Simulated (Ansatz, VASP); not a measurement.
# KCl: VASP beside Ansatz

INCAR

```
ALGO     = Normal         # electronic algorithm
EDIFF    = 1E-8           # SCF threshold, eV
ENCUT    = 400            # plane-wave cutoff, eV
GGA      = PE             # functional
GGA_COMPAT= False        
ISIF     = 2              # what is computed and relaxed
ISMEAR   = -1             # smearing method
LASPH    = True           # aspherical terms in the spheres
LCHARG   = False          # write CHGCAR
LEFG     = True         
LREAL    = False          # projectors in reciprocal space
LWAVE    = False          # write WAVECAR
NBANDS   = 15             # bands
NELM     = 120            # most SCF steps
PREC     = Accurate       # precision mode
SIGMA    = 0.02           # smearing width, eV
```

The input KPOINTS:

```
k-points
0
Gamma
  7 7 7
```

Contents of POSCAR:

```
KCl
1.0
    3.6340000000      0.0000000000      0.0000000000
    0.0000000000      3.6340000000      0.0000000000
    0.0000000000      0.0000000000      3.5613200000
K Cl
1 1
Direct
    0.0000000000      0.0000000000      0.0000000000
    0.5000000000      0.5000000000      0.5000000000
```

Input for Ansatz:

```yaml
crystal:
  lattice:
    - [3.634, 0.0, 0.0]
    - [0.0, 3.634, 0.0]
    - [0.0, 0.0, 3.56132]
  atoms:
    - { symbol: K, position: [0.0, 0.0, 0.0] }
    - { symbol: Cl, position: [0.5, 0.5, 0.5] }
kpoints:
  mp_grid: { grid: [7, 7, 7] }
scf:
  occupations: { method: fermi_dirac, width: 0.02 }
hamiltonian:
  xc: pbe
  pseudopotentials: { kind: all_electron, datasets: crystal }
output:
  forces: true
  stress: true
  eigenvalues: true
  efg: { contact_densities: true }
```

Change from the starting cell: zz strain of -2 %, crystal datasets.

Alike in both runs: task electric field gradients; functional PBE; k mesh 7 × 7 × 7; occupations fermi-dirac, width 0.02 eV; no spin polarisation.

```csv
,VASP,Ansatz
version,VASP 6.6.1,Ansatz 0.2.0
potentials or method,"VASP PAW PBE potentials, release 64 (K_sv, Cl), cutoff 400 eV","all-electron PAW with datasets made for the crystal, scalar-relativistic"
```

Ansatz gave:

* gap on the k mesh at the Fermi level (eV): 5.64
* pressure (GPa): 5.3
* traceless stress, the component that is largest in VASP (GPa): 0.72
* size of Vzz on the site where it differs most (V/Å²): 5.4

Which values does VASP return?

gap on the k mesh at the Fermi level (eV): 5.63; pressure (GPa): 5.4; traceless stress, the component that is largest in VASP (GPa): 0.72; size of Vzz on the site where it differs most (V/Å²): 5.3.

Ansatz ran all-electron here, and VASP with PAW potentials.
